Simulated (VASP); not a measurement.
Input of a VASP 6.6.1 run:

Contents of INCAR:

```
PREC     = Accurate       # precision mode
ENCUT    = 520            # plane-wave cutoff, eV
EDIFF    = 1E-6           # SCF threshold, eV
ISMEAR   = -1             # smearing method
SIGMA    = 0.05           # smearing width, eV
LREAL    = False          # projectors in reciprocal space
LASPH    = True           # aspherical terms in the spheres
NELM     = 100            # most SCF steps
ALGO     = Normal         # electronic algorithm
ISIF     = 2              # what is computed and relaxed
LWAVE    = False          # write WAVECAR
LCHARG   = False          # write CHGCAR
GGA      = PE             # functional
NBANDS   = 44             # bands
```

KPOINTS

```
regular mesh
0
Gamma
  10 10 10
```

The input POSCAR:

```
Lu
1.0
    1.7969244745      1.0374548291      8.7590488471
   -1.7969244745      1.0374548291      8.7590488471
    0.0000000000     -2.0749096581      8.7590488471
Lu
3
Direct
    0.0000000000      0.0000000000      0.0000000000
    0.7783086100      0.7783086100      0.7783086100
    0.2216913900      0.2216913900      0.2216913900
```

Potentials or basis: VASP PAW PBE potentials, release 64 (Lu).

Launch:

```sh
$ cat potpaw_PBE.64/Lu/POTCAR > POTCAR
$ mpirun -np 1 vasp_std > vasp.out
```

Problem. What does it give for the largest force?

Solution. 0.022 eV/Å.

Problem. Estimate the band gap on the k mesh.

Solution. Zero (an odd number of electrons rules out a gap without spin polarisation).

Problem. What does it give for the pressure?

Solution. -4.6 GPa.

Forces on the atoms (eV/Å):
```
Lu   0.000  0.000  0.000
Lu   0.000  0.000  0.022
Lu   0.000  0.000 -0.022
```

Caveat: the cell stands under tension; spin-orbit coupling is left out, which moves the levels of the heavy elements.
